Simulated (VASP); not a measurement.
# BAs (I-4m2) in VASP: notebook, part 2 of 3

VASP 6.6.1.

## Step 3: Single point, LDA

This run uses another cell than the first one, of the same volume but with other edges.

INCAR

```
SYSTEM = BAs
ALGO = Normal
EDIFF = 1E-6
ENCUT = 520
GGA = CA
ISIF = 2
ISMEAR = -1
LASPH = .TRUE.
LCHARG = .FALSE.
LREAL = .FALSE.
LWAVE = .FALSE.
NBANDS = 11
NELM = 100
PREC = Accurate
SIGMA = 0.2
```

KPOINTS

```
k-points
0
G
  12 12 12
  0 0 0
```

POSCAR

```
BAs
1.0
    0.0000000000      2.1280187120      3.0090184588
    2.1280187120      0.0000000000      3.0090184588
    2.1280187120      2.1280187120      0.0000000000
B As
1 1
Direct
    0.0000000000      0.0000000000      0.0000000000
    0.7500000000      0.7500000000      0.7500000000
```

Potentials or basis: VASP PAW LDA potentials, release 64 (B, As).

Run with:

```
$ cat potpaw_LDA.64/B/POTCAR potpaw_LDA.64/As/POTCAR > POTCAR
$ mpirun -np 1 vasp_std > vasp.out
```

OUTCAR:

```text
SYSTEM = BAs
   EDIFF = 1E-6
   ENCUT = 520
   GGA = CA
   ISIF = 2
   ISMEAR = -1
   LASPH = .TRUE.
   LREAL = .FALSE.
   NELM = 100
   PREC = Accurate

 ion  position               nearest neighbor table
   1  0.000  0.000  0.000-   2 2.13   2 2.13   2 2.13   2 2.13
   2  0.750  0.750  0.750-   1 2.13   1 2.13   1 2.13   1 2.13

  LATTYP: Found a body centered tetragonal cell.
 ALAT       =     3.0094729235
 C/A-ratio  =     1.9996979772

  Lattice vectors:

 A1 = (  -2.1280187120,   0.0000000000,   3.0090184588)
 A2 = (   2.1280187120,   0.0000000000,   3.0090184588)
 A3 = (   0.0000000000,   2.1280187120,  -3.0090184588)

Analysis of symmetry for initial positions (statically):
=====================================================================
 Subroutine PRICEL returns:
 Original cell was already a primitive cell.

 Routine SETGRP: Setting up the symmetry group for a
 body centered tetragonal supercell.

 Subroutine GETGRP returns: Found  8 space group operations
 (whereof  8 operations were pure point group operations)
 out of a pool of 16 trial point group operations.

The static configuration has the point symmetry D_2d.

Analysis of symmetry for dynamics (positions and initial velocities):
=====================================================================
 Subroutine PRICEL returns:
 Original cell was already a primitive cell.

 Routine SETGRP: Setting up the symmetry group for a
 body centered tetragonal supercell.

 Subroutine GETGRP returns: Found  8 space group operations
 (whereof  8 operations were pure point group operations)
 out of a pool of 16 trial point group operations.

The dynamic configuration has the point symmetry D_2d.

 Subroutine INISYM returns: Found  8 space group operations
 (whereof  8 operations are pure point group operations),
 and found     1 'primitive' translations

----------------------------------------------------------------------------------------

                                     Primitive cell

  volume of cell :      27.2525

  direct lattice vectors                    reciprocal lattice vectors
     0.000000000  2.128018712  3.009018459    -0.234960340  0.234960340  0.166167143
     2.128018712  0.000000000  3.009018459     0.234960340 -0.234960340  0.166167143
     2.128018712  2.128018712  0.000000000     0.234960340  0.234960340 -0.166167143

  length of vectors
     3.685465469  3.685465469  3.009472923     0.371516140  0.371516140  0.371516140

  position of ions in fractional coordinates (direct lattice)
     0.000000000  0.000000000  0.000000000
     0.750000000  0.750000000  0.750000000

  ion indices of the primitive-cell ions
   primitive index   ion index
                 1           1
                 2           2

----------------------------------------------------------------------------------------

 KPOINTS: k-points

Automatic generation of k-mesh.
 Grid dimensions read from file:
 generate k-points for:   12   12   12

 Generating k-lattice:

  Cartesian coordinates                     Fractional coordinates (reciprocal lattice)
    -0.019580028  0.019580028  0.013847262     0.083333333  0.000000000  0.000000000
     0.019580028 -0.019580028  0.013847262     0.000000000  0.083333333  0.000000000
     0.019580028  0.019580028 -0.013847262     0.000000000  0.000000000  0.083333333

  Length of vectors
     0.030959678  0.030959678  0.030959678

  Shift w.r.t. Gamma in fractional coordinates (k-lattice)
     0.000000000  0.000000000  0.000000000

 Subroutine IBZKPT returns following result:
 ===========================================

 Found    163 irreducible k-points:

 Following reciprocal coordinates:
            Coordinates               Weight
  0.000000  0.000000  0.000000      1.000000
  0.083333  0.000000  0.000000      8.000000
  0.166667  0.000000  0.000000      8.000000
  0.250000  0.000000  0.000000      8.000000
  0.333333  0.000000  0.000000      8.000000
  0.416667  0.000000  0.000000      8.000000
[... 16 lines left out ...]
  0.500000  0.166667  0.000000      8.000000
 -0.416667  0.166667  0.000000      8.000000
 [... further k-points ...]
   k-points           NKPTS =    163   k-points in BZ     NKDIM =    163   number of bands    NBANDS=     11
   number of dos      NEDOS =    301   number of ions     NIONS =      2
   total plane-waves  NPLWV =  18816
   dimension x,y,z NGX =    28 NGY =   28 NGZ =   24
   dimension x,y,z NGXF=    56 NGYF=   56 NGZF=   48
   ions per type =               1   1
   NGX,Y,Z   is equivalent  to a cutoff of  12.63, 12.63, 13.26 a.u.
   NGXF,Y,Z  is equivalent  to a cutoff of  25.26, 25.26, 26.52 a.u.
 SYSTEM =  BAs
   PREC   = accura    normal or accurate (medium, high low for compatibility)
   ISTART =      0    job   : 0-new  1-cont  2-samecut
   ICHARG =      2    charge: 1-file 2-atom 10-const
   ISPIN  =      1    spin polarized calculation?
   LNONCOLLINEAR =      F non collinear calculations
   LSORBIT =      F    spin-orbit coupling
   LASPH  =      T    aspherical Exc in radial PAW
   ENCUT  =  520.0 eV  38.22 Ry    6.18 a.u.   6.85  6.85  5.60*2*pi/ulx,y,z
   NELM   =    100;   NELMIN=  2; NELMDL= -5     # of ELM steps
   EDIFF  = 0.1E-05   stopping-criterion for ELM
   LREAL  =      F    real-space projection
   EDIFFG = 0.1E-04   stopping-criterion for IOM
   NSW    =      0    number of steps for IOM
   IBRION =     -1    ionic relax: 0-MD 1-quasi-New 2-CG
   NFREE  =      0    steps in history (QN), initial steepest desc. (CG)
   ISIF   =      2    stress and relaxation
   ISYM   =      2    0-nonsym 1-usesym 2-fastsym
   POTIM  = 0.5000    time-step for ionic-motion
   TEBEG  =    0.0;   TEEND  =   0.0 temperature during run
   PSTRESS=    0.0 pullay stress
   NELECT =       8.0000    total number of electrons
   NUPDOWN=      -1.0000    fix difference up-down
   EMIN   =  10.00;   EMAX   =-10.00  energy-range for DOS
   EFERMI =   0.00;   METHOD = LEGACY
   ISMEAR =    -1;   SIGMA  =   0.20  broadening in eV -4-tet -1-fermi 0-gaus
   EFERMI_NEDOS =   21; number of points for ismear=-14 and -15
   IALGO  =     38    algorithm
   IMIX   =      4    mixing-type and parameters
     AMIX     =   0.40;   BMIX     =  1.00
     AMIX_MAG =   1.60;   BMIX_MAG =  1.00
  volume/ion in A,a.u.               =      13.63        91.95
  Fermi-wavevector in a.u.,A,eV,Ry     =   1.088018  2.056057 16.106360  1.183784
  Thomas-Fermi vector in A             =   2.224191
   LORBIT       =      0    0 simple, 1 ext, 2 COOP (PROOUT), +10 PAW based schemes
   GGA     = CA    functional components
   LHFCALC =     F    Hartree Fock is set to
   AEXX    =    0.0000 exact exchange contribution
   IVDW    =     0    specifies the selected vdW correction
   LEPSILON=     F    determine dielectric tensor
   LRPA    =     F    only Hartree local field effects (RPA)
 non-spin polarized calculation
  energy-cutoff  :      520.00
  volume of cell :       27.25
 maximum number of plane-waves:       759
   NGX = 13   NGY = 13   NGZ = 11

 number of electron       8.0000000 magnetization

 Free energy of the ion-electron system (eV)
  ---------------------------------------------------
  ext. energy  EPLUGINS =         0.00000000
  ---------------------------------------------------
  free energy    TOTEN  =       -11.31173971 eV

  energy without entropy =      -11.19399700  energy(sigma->0) =      -11.25286835

 E-fermi :   6.6979     XC(G=0): -10.8911

 val. band max:        6.6878037776   @ k =   0.4167   0.0000   0.3333
 cond. band min:       6.7170129009   @ k =   0.0833   0.0000   0.0833
 fundamental gap:      0.0292091233
 Fermi energy:         6.6978546158

 k-point     1 :       0.0000    0.0000    0.0000
  band No.  band energies     occupation
      1      -9.1601      2.00000
      2       3.1797      2.00000
      3       7.7966      0.00819
      4       7.7966      0.00819
      5       8.0109      0.00281
      6       9.5007      0.00000
      7       9.5007      0.00000
      8      11.3657      0.00000
      9      15.5936      0.00000
     10      16.3003      0.00000
     11      16.5803      0.00000
[... 309 lines left out ...]
 k-point    24 :      -0.4167    0.1667    0.0000
  band No.  band energies     occupation
      1      -5.9335      2.00000
      2      -2.1771      2.00000
      3       0.5250      2.00000
      4       6.6437      1.13451
      5       8.3258      0.00058
      6      12.8127      0.00000
      7      13.2528      0.00000
      8      13.9564      0.00000
      9      18.7766      0.00000
     10      19.5321      0.00000
     11      19.7787      0.00000

 [... further k-points ...]
[... 5 lines left out ...]
  --------------------------------------------------------------------------------------
  -------------------------------------------------------------------------------------
  Total        3.5362889      3.5362889     -7.9175956      0.0000000     -0.0000000      0.0000000
  in kB      207.8990879    207.8990879   -465.4769349      0.0000000     -0.0000000      0.0000000
  external PRESSURE =     -16.5595864 kB  Pullay stress =       0.0000000 kB

 VOLUME and BASIS-vectors are now :
 -----------------------------------------------------------------------------
  energy-cutoff  :      520.00
  volume of cell :       27.25
      direct lattice vectors                 reciprocal lattice vectors
     0.000000000  2.128018712  3.009018459    -0.234960340  0.234960340  0.166167143
     2.128018712  0.000000000  3.009018459     0.234960340 -0.234960340  0.166167143
     2.128018712  2.128018712  0.000000000     0.234960340  0.234960340 -0.166167143

 POSITION                                       TOTAL-FORCE (eV/Angst)
 -----------------------------------------------------------------------------------
      0.00000      0.00000      0.00000        -0.000000     -0.000000      0.000000
      3.19203      3.19203      4.51353         0.000000      0.000000     -0.000000
 -----------------------------------------------------------------------------------
    total drift:                                0.000000      0.000000     -0.000000

  FREE ENERGIE OF THE ION-ELECTRON SYSTEM (eV)
  ---------------------------------------------------
  free  energy   TOTEN  =       -11.3117397118 eV

  energy  without entropy=      -11.1939969952  energy(sigma->0) =      -11.25286835
```

OSZICAR:

```text
N       E                     dE             d eps       ncg     rms          rms(c)
DAV:   1     0.105238294112E+02    0.10524E+02   -0.37426E+03  3586   0.637E+02
DAV:   2    -0.110850055409E+02   -0.21609E+02   -0.20744E+02  4785   0.996E+01
DAV:   3    -0.117823434416E+02   -0.69734E+00   -0.69129E+00  4403   0.165E+01
DAV:   4    -0.117842962363E+02   -0.19528E-02   -0.19526E-02  4013   0.991E-01
DAV:   5    -0.117842991540E+02   -0.29177E-05   -0.29180E-05  4251   0.409E-02    0.458E+00
DAV:   6    -0.113621918775E+02    0.42211E+00   -0.14384E+00  4008   0.439E+00    0.224E+00
DAV:   7    -0.113214413955E+02    0.40750E-01   -0.85667E-02  4146   0.166E+00    0.100E+00
DAV:   8    -0.113117754805E+02    0.96659E-02   -0.14899E-02  4099   0.629E-01    0.119E-01
DAV:   9    -0.113117532706E+02    0.22210E-04   -0.58635E-04  4066   0.143E-01    0.492E-02
DAV:  10    -0.113117401203E+02    0.13150E-04   -0.76237E-05  3919   0.505E-02    0.143E-02
DAV:  11    -0.113117397118E+02    0.40853E-06   -0.12149E-06  3244   0.724E-03
   1 F= -.11311740E+02 E0= -.11252868E+02  d E =-.117743E+00
```

Wall time 35 s (1 thread of Intel Xeon 6975P-C (Granite Rapids), shared host); peak memory 0.17 GiB.

What came out:

```
Free energy            : -11.3117 eV
Pressure               : -1.7 GPa
Band gap on the k mesh : zero (band 4 reaches 7.84 eV, above the bottom of band 5 at 6.26 eV)
```

## Step 4: Single point, LDA

This run uses another cell than the first one, of the same volume but with other edges.

INCAR

```
ALGO = Normal ; EDIFF = 1E-6
ENCUT = 520 ; ISIF = 2
ISMEAR = -1 ; LASPH = T
LCHARG = T ; LELF = T
LREAL = F ; LVHAR = T
LWAVE = F ; NBANDS = 11
NELM = 60 ; PREC = Accurate
SIGMA = 0.2
```

KPOINTS

```
k-points
0
Gamma
  12 12 12
```

POSCAR

```
BAs
1.0
    0.0000000000      2.5214610880      2.1432419248
    2.5214610880      0.0000000000      2.1432419248
    2.5214610880      2.5214610880      0.0000000000
B As
1 1
Direct
    0.0000000000      0.0000000000      0.0000000000
    0.7500000000      0.7500000000      0.7500000000
```

Run with:

```
$ cat potpaw_LDA.64/B/POTCAR potpaw_LDA.64/As/POTCAR > POTCAR
$ mpirun -np 1 vasp_std > vasp.out
```

Run time: 44 s. Hardware: 1 thread of Intel Xeon 6975P-C (Granite Rapids), shared host; peak memory 0.18 GiB.

Results (log left out):

```yaml
Free_energy: -12.6751 eV
Pressure: -3.7 GPa
Band_gap_on_the_k_mesh: zero (band 4 reaches 7.04 eV, above the bottom of band 5 at 5.97 eV)
```

Stress tensor (GPa, compression positive):
```
-11.47   0.00   0.00
  0.00 -11.47   0.00
  0.00   0.00  11.89
```

Levels at points of the mesh, in eV from the Fermi level:
| k point | band 2 | band 3 | band 4 | band 5 | band 6 | band 7 |
| --- | --- | --- | --- | --- | --- | --- |
| (0.00, 0.00, 0.00) | -0.63 | -0.63 | 0.69 | 2.53 | 3.59 | 3.59 |
| (0.50, 0.00, 0.00) | -8.89 | -2.81 | -1.21 | 1.65 | 3.91 | 6.02 |
| (0.50, 0.50, 0.00) | -7.63 | -5.18 | -5.18 | -0.03 | 0.09 | 11.02 |
| (0.50, 0.00, 0.50) | -9.01 | -3.72 | -3.50 | 1.92 | 2.01 | 9.34 |

[end of part 2 of 3]
